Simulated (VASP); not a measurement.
Write the native input for VASP 6.6.1 that does the following.

| Quantity | Value |
| --- | --- |
| Task | single point |
| Functional | r2SCAN |
| Potentials or basis | VASP PAW PBE potentials, release 64 (Ca_sv) |
| Cutoff | 520 eV |
| k mesh | 12 × 12 × 8 |
| Occupations | gaussian, width 0.1 eV |
| Spin | no spin polarisation |
| Dipole correction | no |
| Further INCAR settings | ALGO = Normal; EDIFF = 1e-06; NBANDS = 17 |

Crystal: Ca.

```
CELL_PARAMETERS angstrom
3.93888 0.00000 0.00000
-1.96944 3.41117 0.00000
0.00000 0.00000 6.45688
ATOMIC_POSITIONS crystal
Ca 0.33333 0.66667 0.25000
Ca 0.66667 0.33333 0.75000
```

This isn't the form of Ca at room conditions, which is fcc.

The input as run:

POSCAR

```
Ca
1.0
    3.9388753865      0.0000000000      0.0000000000
   -1.9694376932      3.4111661470      0.0000000000
    0.0000000000      0.0000000000      6.4568750671
Ca
2
Direct
    0.3333333333      0.6666666667      0.2500000000
    0.6666666667      0.3333333333      0.7500000000
```

INCAR.step1

```
ALGO = Normal
EDIFF = 1E-4
ENCUT = 520
GGA = PE
ISMEAR = 0
LASPH = T
LCHARG = F
LREAL = F
LWAVE = T
NBANDS = 17
NELM = 80
PREC = Accurate
SIGMA = 0.1
```

INCAR.step2

```
ALGO = Normal
EDIFF = 1E-6
ENCUT = 520
ISIF = 2
ISMEAR = 0
ISTART = 1
LASPH = T
LCHARG = F
LMIXTAU = T
LREAL = F
LWAVE = F
METAGGA = R2SCAN
NBANDS = 17
NELM = 80
PREC = Accurate
SIGMA = 0.1
```

KPOINTS

```
k-points
0
Gamma
  12 12 8
```

Potentials or basis: VASP PAW PBE potentials, release 64 (Ca_sv).

Launch:

```bash
$ cat potpaw_PBE.64/Ca_sv/POTCAR > POTCAR
$ cp INCAR.step1 INCAR
$ mpirun -np 1 vasp_std > vasp.out
$ cp INCAR.step2 INCAR
$ mpirun -np 1 vasp_std > vasp.out
```

It gave:

```
Pressure               : 0.1 GPa
Band gap on the k mesh : zero (bands 10 and 11 overlap by 0.70 eV)
```

Caveat: the PAW data sets were made with another functional, which shifts forces and pressure a little.

Wall time 6.3 min on 1 thread of Intel(R) Xeon(R) Platinum 8259CL CPU @ 2.50GHz (Skylake/Cascade Lake), on a shared host, peak memory 0.28 GiB.
